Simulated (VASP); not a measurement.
Here is a VASP 6.6.1 calculation.

INCAR

```
SYSTEM = LiCl
PREC = Accurate
ENCUT = 520
EDIFF = 1E-6
ISMEAR = 0
SIGMA = 0.05
LREAL = .False.
LASPH = .True.
NELM = 60
ALGO = Normal
ISIF = 2
LWAVE = .False.
LCHARG = .False.
GGA = PE
NBANDS = 12
```

KPOINTS

```
Automatic mesh
0
Gamma
  8 8 8
  0 0 0
```

Contents of POSCAR:

```
LiCl
1.0
    1.3571009073      3.3927522684      3.3927522684
    3.3927522684      1.3571009073      3.3927522684
    3.3927522684      3.3927522684      1.3571009073
Li Cl
1 1
Direct
    0.0000000000      0.0000000000      0.0000000000
    0.5000000000      0.5000000000      0.5000000000
```

Potentials or basis: VASP PAW PBE potentials, release 64 (Li_sv, Cl).

Command:

```console
$ cat potpaw_PBE.64/Li_sv/POTCAR potpaw_PBE.64/Cl/POTCAR > POTCAR
$ mpirun -np 1 vasp_std > vasp.out
```

Question: Predict the band gap on the k mesh.

Answer: Zero (band 5 reaches 4.29 eV, above the bottom of band 6 at 3.74 eV).
